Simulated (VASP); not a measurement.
# Pt (Fm-3m) in VASP: relaxation of cell and atoms with r2SCAN

Aim: the relaxation of cell and atoms of Pt with r2SCAN.

All numbers are computed with VASP 6.6.1; they aren't measurements. Logs are shortened: lines on timing, memory, paths and dates and some standing lists are left out, and cuts for length are marked.

## Step 1: The cell of the first run

The structure is cubic, space group Fm-3m (No. 225). Conventional cell: a = 3.943 Å, b = 3.943 Å, c = 3.943 Å, α = 90.00°, β = 90.00°, γ = 90.00°. Within 3.7 Å of Pt (site symmetry m-3m) lie 12 Pt at 2.79 Å.

## Step 2: Relaxation of cell and atoms, r2SCAN

Input file POSCAR:

```
Pt
1.0
    0.0000000000      1.9715751800      1.9715751800
    1.9715751800      0.0000000000      1.9715751800
    1.9715751800      1.9715751800      0.0000000000
Pt
1
Direct
    0.0000000000      0.0000000000      0.0000000000
```

Input file INCAR.step1:

```
PREC     = Accurate       # precision mode
ENCUT    = 600            # plane-wave cutoff, eV
ISMEAR   = 0              # smearing method
SIGMA    = 0.1            # smearing width, eV
LREAL    = F              # projectors in reciprocal space
LASPH    = T              # aspherical terms in the spheres
NELM     = 80             # most SCF steps
GGA      = PE             # functional
ALGO     = Normal         # electronic algorithm
EDIFF    = 1E-4           # SCF threshold, eV
LWAVE    = T              # write WAVECAR
LCHARG   = F              # write CHGCAR
```

Input file INCAR.step2:

```
PREC     = Accurate       # precision mode
ENCUT    = 600            # plane-wave cutoff, eV
EDIFF    = 1E-6           # SCF threshold, eV
ISMEAR   = 0              # smearing method
SIGMA    = 0.1            # smearing width, eV
LREAL    = F              # projectors in reciprocal space
LASPH    = T              # aspherical terms in the spheres
NELM     = 80             # most SCF steps
ALGO     = Normal         # electronic algorithm
ISIF     = 3              # what is computed and relaxed
LWAVE    = F              # write WAVECAR
LCHARG   = F              # write CHGCAR
METAGGA  = R2SCAN         # meta-GGA
LMIXTAU  = T            
IBRION   = 2              # ionic algorithm
NSW      = 100            # ionic steps
EDIFFG   = -0.005         # ionic threshold
ISTART   = 1
```

Input file KPOINTS:

```
Automatic mesh
0
Gamma
  18 18 18
```

Potentials or basis: VASP PAW PBE potentials, release 64 (Pt).

Run with:

```sh
cat potpaw_PBE.64/Pt/POTCAR > POTCAR
cp INCAR.step1 INCAR
mpirun -np 1 vasp_std > vasp.out
cp INCAR.step2 INCAR
mpirun -np 1 vasp_std > vasp.out
```

OUTCAR:

```text
PREC = Accurate
   ENCUT = 600
   EDIFF = 1E-6
   ISMEAR = 0
   LREAL = F
   LASPH = T
   NELM = 80
   ISIF = 3
   METAGGA = R2SCAN
   IBRION = 2
   NSW = 100
   EDIFFG = -0.005
   ISTART = 1

 ion  position               nearest neighbor table
   1  0.000  0.000  0.000-

  LATTYP: Found a face centered cubic cell.
 ALAT       =     3.9431503600

  Lattice vectors:

 A1 = (   0.0000000000,   1.9715751800,   1.9715751800)
 A2 = (   1.9715751800,   0.0000000000,   1.9715751800)
 A3 = (   1.9715751800,   1.9715751800,   0.0000000000)

Analysis of symmetry for initial positions (statically):
=====================================================================
 Subroutine PRICEL returns:
 Original cell was already a primitive cell.

 Routine SETGRP: Setting up the symmetry group for a
 face centered cubic supercell.

 Subroutine GETGRP returns: Found 48 space group operations
 (whereof 48 operations were pure point group operations)
 out of a pool of 48 trial point group operations.

The static configuration has the point symmetry O_h .

Analysis of symmetry for dynamics (positions and initial velocities):
=====================================================================
 Subroutine PRICEL returns:
 Original cell was already a primitive cell.

 Routine SETGRP: Setting up the symmetry group for a
 face centered cubic supercell.

 Subroutine GETGRP returns: Found 48 space group operations
 (whereof 48 operations were pure point group operations)
 out of a pool of 48 trial point group operations.

The dynamic configuration has the point symmetry O_h .

 Subroutine INISYM returns: Found 48 space group operations
 (whereof 48 operations are pure point group operations),
 and found     1 'primitive' translations

----------------------------------------------------------------------------------------

                                     Primitive cell

  volume of cell :      15.3275

  direct lattice vectors                    reciprocal lattice vectors
     0.000000000  1.971575180  1.971575180    -0.253604329  0.253604329  0.253604329
     1.971575180  0.000000000  1.971575180     0.253604329 -0.253604329  0.253604329
     1.971575180  1.971575180  0.000000000     0.253604329  0.253604329 -0.253604329

  length of vectors
     2.788228359  2.788228359  2.788228359     0.439255582  0.439255582  0.439255582

  position of ions in fractional coordinates (direct lattice)
     0.000000000  0.000000000  0.000000000

  ion indices of the primitive-cell ions
   primitive index   ion index
                 1           1

----------------------------------------------------------------------------------------

 KPOINTS: Automatic mesh

Automatic generation of k-mesh.
 Grid dimensions read from file:
 generate k-points for:   18   18   18

 Generating k-lattice:

  Cartesian coordinates                     Fractional coordinates (reciprocal lattice)
    -0.014089129  0.014089129  0.014089129     0.055555556  0.000000000  0.000000000
     0.014089129 -0.014089129  0.014089129     0.000000000  0.055555556  0.000000000
     0.014089129  0.014089129 -0.014089129     0.000000000  0.000000000  0.055555556

  Length of vectors
     0.024403088  0.024403088  0.024403088

  Shift w.r.t. Gamma in fractional coordinates (k-lattice)
     0.000000000  0.000000000  0.000000000

 Subroutine IBZKPT returns following result:
 ===========================================

 Found    195 irreducible k-points:

 Following reciprocal coordinates:
            Coordinates               Weight
  0.000000  0.000000  0.000000      1.000000
  0.055556  0.000000  0.000000      8.000000
  0.111111  0.000000  0.000000      8.000000
  0.166667  0.000000  0.000000      8.000000
  0.222222  0.000000  0.000000      8.000000
  0.277778  0.000000  0.000000      8.000000
[... 16 lines left out ...]
 -0.277778  0.055556  0.000000     24.000000
 -0.222222  0.055556  0.000000     24.000000
 [... further k-points ...]
   k-points           NKPTS =    195   k-points in BZ     NKDIM =    195   number of bands    NBANDS=      9
   number of dos      NEDOS =    301   number of ions     NIONS =      1
   total plane-waves  NPLWV =  13824
   dimension x,y,z NGX =    24 NGY =   24 NGZ =   24
   dimension x,y,z NGXF=    48 NGYF=   48 NGZF=   48
   ions per type =               1
   NGX,Y,Z   is equivalent  to a cutoff of  14.31, 14.31, 14.31 a.u.
   NGXF,Y,Z  is equivalent  to a cutoff of  28.62, 28.62, 28.62 a.u.
 SYSTEM =  unknown system
   PREC   = accura    normal or accurate (medium, high low for compatibility)
   ISTART =      1    job   : 0-new  1-cont  2-samecut
   ICHARG =      0    charge: 1-file 2-atom 10-const
   ISPIN  =      1    spin polarized calculation?
   LNONCOLLINEAR =      F non collinear calculations
   LSORBIT =      F    spin-orbit coupling
   LASPH  =      T    aspherical Exc in radial PAW
   ENCUT  =  600.0 eV  44.10 Ry    6.64 a.u.   5.57  5.57  5.57*2*pi/ulx,y,z
   NELM   =     80;   NELMIN=  2; NELMDL=  0     # of ELM steps
   EDIFF  = 0.1E-05   stopping-criterion for ELM
   LREAL  =      F    real-space projection
   EDIFFG = -.5E-02   stopping-criterion for IOM
   NSW    =    100    number of steps for IOM
   IBRION =      2    ionic relax: 0-MD 1-quasi-New 2-CG
   NFREE  =      1    steps in history (QN), initial steepest desc. (CG)
   ISIF   =      3    stress and relaxation
   ISYM   =      2    0-nonsym 1-usesym 2-fastsym
   POTIM  = 0.5000    time-step for ionic-motion
   TEBEG  =    0.0;   TEEND  =   0.0 temperature during run
   PSTRESS=    0.0 pullay stress
   NELECT =      10.0000    total number of electrons
   NUPDOWN=      -1.0000    fix difference up-down
   EMIN   =  10.00;   EMAX   =-10.00  energy-range for DOS
   EFERMI =   0.00;   METHOD = LEGACY
   ISMEAR =     0;   SIGMA  =   0.10  broadening in eV -4-tet -1-fermi 0-gaus
   EFERMI_NEDOS =   21; number of points for ismear=-14 and -15
   IALGO  =     38    algorithm
   IMIX   =      4    mixing-type and parameters
     AMIX     =   0.40;   BMIX     =  1.00
     AMIX_MAG =   1.60;   BMIX_MAG =  1.00
  volume/ion in A,a.u.               =      15.33       103.43
  Fermi-wavevector in a.u.,A,eV,Ry     =   1.419880  2.683183 27.430132  2.016058
  Thomas-Fermi vector in A             =   2.540854
   LORBIT       =      0    0 simple, 1 ext, 2 COOP (PROOUT), +10 PAW based schemes
   METAGGA = R2SCAN    functional components
   LHFCALC =     F    Hartree Fock is set to
   AEXX    =    0.0000 exact exchange contribution
   IVDW    =     0    specifies the selected vdW correction
   LEPSILON=     F    determine dielectric tensor
   LRPA    =     F    only Hartree local field effects (RPA)
 conjugate gradient relaxation of ions
 non-spin polarized calculation
 Gauss-broadening in eV      SIGMA  =   0.10
  energy-cutoff  :      600.00
  volume of cell :       15.33
 maximum number of plane-waves:       532
   NGX = 11   NGY = 11   NGZ = 11

--------------------------------------- Ionic step        1  -------------------------------------------

 number of electron      10.0000001 magnetization

 Free energy of the ion-electron system (eV)
  ---------------------------------------------------
  ext. energy  EPLUGINS =         0.00000000
  ---------------------------------------------------
  free energy    TOTEN  =       -51.50090776 eV

  energy without entropy =      -51.49054517  energy(sigma->0) =      -51.49572646

------------------------ aborting loop because EDIFF is reached ----------------------------------------

  FORCE on cell =-STRESS in cart. coord.  units (eV):
  Direction    XX          YY          ZZ          XY          YZ          ZX
  --------------------------------------------------------------------------------------
  -------------------------------------------------------------------------------------
  Total        0.0141788      0.0141788      0.0141788      0.0000000      0.0000000     -0.0000000
  in kB        1.4821084      1.4821084      1.4821084      0.0000000      0.0000000     -0.0000000
  external PRESSURE =       1.4821084 kB  Pullay stress =       0.0000000 kB
[... 55 lines left out ...]
  energy  without entropy=      -51.4904822083  energy(sigma->0) =      -51.49567857

--------------------------------------- Ionic step        3  -------------------------------------------

 number of electron      10.0000001 magnetization

 Free energy of the ion-electron system (eV)
  ---------------------------------------------------
  ext. energy  EPLUGINS =         0.00000000
  ---------------------------------------------------
  free energy    TOTEN  =       -51.50091001 eV

  energy without entropy =      -51.49054100  energy(sigma->0) =      -51.49572550

 E-fermi :  10.6994     XC(G=0): -14.5180

 val. band max:       10.6960558027   @ k =   0.4444   0.1111   0.0000
 cond. band min:      10.6995543460   @ k =  -0.2778   0.3889   0.1667
 fundamental gap:      0.0034985434
 Fermi energy:        10.6994219942

 k-point     1 :       0.0000    0.0000    0.0000
  band No.  band energies     occupation
      1       0.3944      2.00000
      2       6.8854      2.00000
      3       6.8854      2.00000
      4       6.8854      2.00000
      5       8.9904      2.00000
      6       8.9904      2.00000
      7      26.2252      0.00000
      8      31.2988      0.00000
      9      31.2988      0.00000
[... 265 lines left out ...]
 k-point    24 :      -0.2222    0.0556    0.0000
  band No.  band energies     occupation
      1       2.4834      2.00000
      2       6.4081      2.00000
      3       7.2699      2.00000
      4       7.3358      2.00000
      5       8.8249      2.00000
      6       9.5107      2.00000
      7      25.0800      0.00000
      8      28.1032      0.00000
      9      32.6006      0.00000

 [... further k-points ...]
[... 5 lines left out ...]
  --------------------------------------------------------------------------------------
  -------------------------------------------------------------------------------------
  Total        0.0026132      0.0026132      0.0026132     -0.0000000      0.0000000      0.0000000
  in kB        0.2730354      0.2730354      0.2730354     -0.0000000      0.0000000      0.0000000
  external PRESSURE =       0.2730354 kB  Pullay stress =       0.0000000 kB
[... 16 lines left out ...]
  FREE ENERGIE OF THE ION-ELECTRON SYSTEM (eV)
  ---------------------------------------------------
  free  energy   TOTEN  =       -51.5009100105 eV

  energy  without entropy=      -51.4905409985  energy(sigma->0) =      -51.49572550

 reached required accuracy - stopping structural energy minimisation
```

Run time: 2.5 min. Hardware: 1 thread of Intel Xeon 8259CL, shared host; peak memory 0.18 GiB.

What came out:

| Quantity | Value |
| --- | --- |
| Free energy | -51.5009 eV |
| Relaxed volume | 15.33 Å³/atom |
| Relaxed cell | a = 2.789 Å, b = 2.789 Å, c = 2.789 Å, α = 60.00°, β = 60.00°, γ = 60.00° |
| Space group after relaxing (to 0.1 Å) | Fm-3m (No. 225) |
| Energy gained by relaxing | 0.0 meV/atom |
| Ionic steps | 3 |
| Pressure after relaxing | 0.0 GPa |
| Band gap on the k mesh | zero (bands 5 and 6 overlap by 2.31 eV) |

Final structure:
```
Pt
1.0
     0.00000    1.97186    1.97186
     1.97186    0.00000    1.97186
     1.97186    1.97186    0.00000
Pt
1
Direct
  0.00000 0.00000 0.00000
```

Levels at points of the mesh, in eV from the Fermi level:
```tsv
k point	band 3	band 4	band 5	band 6	band 7	band 8
(0.00, 0.00, 0.00)	-3.81	-3.81	-1.71	-1.71	15.53	20.60
(0.50, 0.00, 0.00)	-3.91	-0.23	0.02	0.02	6.03	15.17
(0.50, 0.50, 0.00)	-0.06	0.50	0.50	1.98	9.16	11.97
```

Caveat: the PAW data sets were made with another functional, which shifts forces and pressure a little; spin-orbit coupling is left out, which moves the levels of the heavy elements.
